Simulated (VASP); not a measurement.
# CdHg5Te6 (Cmmm) in VASP: single point with PBE

Aim: the single point of CdHg5Te6 with PBE.

Everything below comes from runs of VASP 6.6.1. Logs are shortened: lines on timing, memory, paths and dates and some standing lists are left out, and cuts for length are marked.

## Step 1: The cell of the first run

The structure is orthorhombic, space group Cmmm (No. 65). The conventional cell has a = 6.252 Å, b = 18.756 Å, c = 6.252 Å, α = 90.00°, β = 90.00°, γ = 90.00°. Within 4.1 Å of Cd (site symmetry mmm) lie 6 Te at 3.13 Å. Hg (site symmetry m2m) has 6 Te at 3.13 Å within 4.1 Å. Hg (site symmetry m2m) has 6 Te at 3.13 Å within 4.1 Å. Within 4.1 Å of Hg (site symmetry mmm) lie 6 Te at 3.13 Å. Te (site symmetry m2m) has 6 Hg at 3.13 Å within 4.1 Å. Within 4.1 Å of Te (site symmetry m2m) lie 5 Hg at 3.13 Å and 1 Cd at 3.13 Å. Te (site symmetry mmm) has 2 Cd at 3.13 Å and 4 Hg at 3.13 Å within 4.1 Å. Te (site symmetry mmm) has 2 Cd at 3.13 Å and 4 Hg at 3.13 Å within 4.1 Å.

## Step 2: Single point, PBE

The input, INCAR:

```
SYSTEM = CdHg5Te6
PREC = Accurate ; ENCUT = 520
EDIFF = 1E-7 ; ISMEAR = 0
SIGMA = 0.1 ; LREAL = .False.
LASPH = .True. ; NELM = 60
ALGO = Normal ; ISIF = 2
LWAVE = .False. ; LCHARG = .False.
GGA = PE ; NBANDS = 66
```

The input, KPOINTS:

```
regular mesh
0
Gamma
  4 4 4
  0 0 0
```

The input, POSCAR:

```
CdHg5Te6
1.0
    3.1260564300     -9.3781692900      0.0000000000
    3.1260564300      9.3781692900      0.0000000000
    0.0000000000      0.0000000000      6.2521128600
Cd Hg Te
1 5 6
Direct
    0.0000000000      0.0000000000      0.0000000000
    0.1666666700      0.8333333300      0.5000000000
    0.3333333300      0.6666666700      0.0000000000
    0.5000000000      0.5000000000      0.5000000000
    0.6666666700      0.3333333300      0.0000000000
    0.8333333300      0.1666666700      0.5000000000
    0.6666666700      0.3333333300      0.5000000000
    0.8333333300      0.1666666700      0.0000000000
    0.0000000000      0.0000000000      0.5000000000
    0.1666666700      0.8333333300      0.0000000000
    0.3333333300      0.6666666700      0.5000000000
    0.5000000000      0.5000000000      0.0000000000
```

Potentials or basis: VASP PAW PBE potentials, release 64 (Cd, Hg, Te).

On the command line:

```bash
$ cat potpaw_PBE.64/Cd/POTCAR potpaw_PBE.64/Hg/POTCAR potpaw_PBE.64/Te/POTCAR > POTCAR
$ mpirun -np 1 vasp_std > vasp.out
```

OUTCAR:

```text
SYSTEM = CdHg5Te6
   PREC = Accurate
   ENCUT = 520
   EDIFF = 1E-7
   ISMEAR = 0
   LREAL = .False.
   LASPH = .True.
   NELM = 60
   ISIF = 2
   GGA = PE

 ion  position               nearest neighbor table
   1  0.000  0.000  0.000-   9 3.13  12 3.13   9 3.13  12 3.13  10 3.13   8 3.13
   2  0.167  0.833  0.500-  11 3.13  10 3.13   7 3.13  10 3.13   7 3.13   9 3.13
   3  0.333  0.667  0.000-  10 3.13   8 3.13  11 3.13  11 3.13   8 3.13  12 3.13
   4  0.500  0.500  0.500-   9 3.13  12 3.13  12 3.13   9 3.13  11 3.13   7 3.13
   5  0.667  0.333  0.000-   8 3.13   7 3.13  10 3.13   7 3.13  10 3.13  12 3.13
   6  0.833  0.167  0.500-   7 3.13   8 3.13  11 3.13   8 3.13  11 3.13   9 3.13
   7  0.667  0.333  0.500-   6 3.13   5 3.13   2 3.13   5 3.13   2 3.13   4 3.13
   8  0.833  0.167  0.000-   5 3.13   3 3.13   6 3.13   6 3.13   3 3.13   1 3.13
   9  0.000  0.000  0.500-   1 3.13   4 3.13   1 3.13   4 3.13   2 3.13   6 3.13
  10  0.167  0.833  0.000-   3 3.13   2 3.13   5 3.13   2 3.13   5 3.13   1 3.13
  11  0.333  0.667  0.500-   2 3.13   3 3.13   6 3.13   3 3.13   6 3.13   4 3.13
  12  0.500  0.500  0.000-   1 3.13   4 3.13   4 3.13   1 3.13   3 3.13   5 3.13

  LATTYP: Found a base centered orthorhombic cell.
 ALAT       =     6.2521128600
 B/A-ratio  =     3.0000000000
 C/A-ratio  =     1.0000000000

  Lattice vectors:

 A1 = (   3.1260564300,  -9.3781692900,   0.0000000000)
 A2 = (   3.1260564300,   9.3781692900,   0.0000000000)
 A3 = (   0.0000000000,   0.0000000000,   6.2521128600)

Analysis of symmetry for initial positions (statically):
=====================================================================
 Subroutine PRICEL returns:
 Original cell was already a primitive cell.

 Routine SETGRP: Setting up the symmetry group for a
 base centered orthorhombic supercell.

 Subroutine GETGRP returns: Found  8 space group operations
 (whereof  8 operations were pure point group operations)
 out of a pool of  8 trial point group operations.

The static configuration has the point symmetry D_2h.

Analysis of symmetry for dynamics (positions and initial velocities):
=====================================================================
 Subroutine PRICEL returns:
 Original cell was already a primitive cell.

 Routine SETGRP: Setting up the symmetry group for a
 base centered orthorhombic supercell.

 Subroutine GETGRP returns: Found  8 space group operations
 (whereof  8 operations were pure point group operations)
 out of a pool of  8 trial point group operations.

The dynamic configuration has the point symmetry D_2h.

 Subroutine INISYM returns: Found  8 space group operations
[... 128 lines left out ...]
   ISMEAR =     0;   SIGMA  =   0.10  broadening in eV -4-tet -1-fermi 0-gaus
   EFERMI_NEDOS =   21; number of points for ismear=-14 and -15
   IALGO  =     38    algorithm
   IMIX   =      4    mixing-type and parameters
     AMIX     =   0.40;   BMIX     =  1.00
     AMIX_MAG =   1.60;   BMIX_MAG =  1.00
  volume/ion in A,a.u.               =      30.55       206.15
  Fermi-wavevector in a.u.,A,eV,Ry     =   1.089328  2.058532 16.145170  1.186637
  Thomas-Fermi vector in A             =   2.225529
   LORBIT       =      0    0 simple, 1 ext, 2 COOP (PROOUT), +10 PAW based schemes
   GGA     = PE    functional components
   LHFCALC =     F    Hartree Fock is set to
   AEXX    =    0.0000 exact exchange contribution
   IVDW    =     0    specifies the selected vdW correction
   LEPSILON=     F    determine dielectric tensor
   LRPA    =     F    only Hartree local field effects (RPA)
 non-spin polarized calculation
 Gauss-broadening in eV      SIGMA  =   0.10
  energy-cutoff  :      520.00
  volume of cell :      366.58
 maximum number of plane-waves:      9906
 NGX is ok and might be reduce to    80
   NGX = 37   NGY = 37   NGZ = 23

 number of electron     107.9999996 magnetization

 Free energy of the ion-electron system (eV)
  ---------------------------------------------------
  ext. energy  EPLUGINS =         0.00000000
  ---------------------------------------------------
  free energy    TOTEN  =       -20.94282285 eV

  energy without entropy =      -20.90134344  energy(sigma->0) =      -20.92208314

 E-fermi :   3.5751     XC(G=0):  -9.4968

 val. band max:        3.5712665764   @ k =   0.5000   0.2500   0.5000
 cond. band min:       3.5923034817   @ k =   0.5000   0.0000   0.2500
 fundamental gap:      0.0210369053
 Fermi energy:         3.5750890145

 k-point     1 :       0.0000    0.0000    0.0000
  band No.  band energies     occupation
      1      -7.9413      2.00000
      2      -7.2690      2.00000
      3      -7.2088      2.00000
      4      -7.0898      2.00000
      5      -7.0055      2.00000
      6      -6.9762      2.00000
[... 1438 lines left out ...]
     65       8.1749      0.00000
     66       8.2231      0.00000

------------------------ aborting loop because EDIFF is reached ----------------------------------------

  FORCE on cell =-STRESS in cart. coord.  units (eV):
  Direction    XX          YY          ZZ          XY          YZ          ZX
  --------------------------------------------------------------------------------------
  -------------------------------------------------------------------------------------
  Total       -5.0208876     -3.5864574     -4.9571633      0.0000000      0.0000000      0.0000000
  in kB      -21.9441818    -15.6748924    -21.6656698      0.0000000      0.0000000      0.0000000
  external PRESSURE =     -19.7615813 kB  Pullay stress =       0.0000000 kB

 VOLUME and BASIS-vectors are now :
 -----------------------------------------------------------------------------
  energy-cutoff  :      520.00
  volume of cell :      366.58
      direct lattice vectors                 reciprocal lattice vectors
     3.126056430 -9.378169290  0.000000000     0.159945929 -0.053315310  0.000000000
     3.126056430  9.378169290  0.000000000     0.159945929  0.053315310  0.000000000
     0.000000000  0.000000000  6.252112860     0.000000000  0.000000000  0.159945929

 POSITION                                       TOTAL-FORCE (eV/Angst)
 -----------------------------------------------------------------------------------
      0.00000      0.00000      0.00000         0.000000      0.000000     -0.000000
      3.12606      6.25211      3.12606         0.000000      0.009274     -0.000000
      3.12606      3.12606      0.00000         0.000000     -0.079530      0.000000
      3.12606      0.00000      3.12606         0.000000      0.000000     -0.000000
      3.12606     -3.12606      0.00000         0.000000      0.079530     -0.000000
      3.12606     -6.25211      3.12606         0.000000     -0.009274     -0.000000
      3.12606     -3.12606      3.12606         0.000000      0.011789     -0.000000
      3.12606     -6.25211      0.00000         0.000000     -0.168933     -0.000000
      0.00000      0.00000      3.12606         0.000000     -0.000000     -0.000000
      3.12606      6.25211      0.00000         0.000000      0.168933     -0.000000
      3.12606      3.12606      3.12606         0.000000     -0.011789     -0.000000
      3.12606      0.00000      0.00000        -0.000000      0.000000     -0.000000
 -----------------------------------------------------------------------------------
    total drift:                               -0.000000     -0.000000      0.000000

  FREE ENERGIE OF THE ION-ELECTRON SYSTEM (eV)
  ---------------------------------------------------
  free  energy   TOTEN  =       -20.9428228483 eV

  energy  without entropy=      -20.9013434396  energy(sigma->0) =      -20.92208314
```

It took 9.9 min on 1 thread of Intel Xeon Platinum 8488C (Sapphire Rapids), shared host; peak memory 0.85 GiB.

What came out:

- Free energy: -20.9428 eV
- Pressure: -2.0 GPa
- Largest force: 0.169 eV/Å
- Band gap on the k mesh: zero (band 54 reaches 3.79 eV, above the bottom of band 55 at 2.66 eV)

Forces in eV/Å, atoms in the order of the input:
```
Cd   0.000  0.000  0.000
Hg   0.000  0.009  0.000
Hg   0.000 -0.080  0.000
Hg   0.000  0.000  0.000
Hg   0.000  0.080  0.000
Hg   0.000 -0.009  0.000
Te   0.000  0.012  0.000
Te   0.000 -0.169  0.000
Te   0.000  0.000  0.000
Te   0.000  0.169  0.000
Te   0.000 -0.012  0.000
Te   0.000  0.000  0.000
```

Caveat: spin-orbit coupling is left out, which moves the levels of the heavy elements.
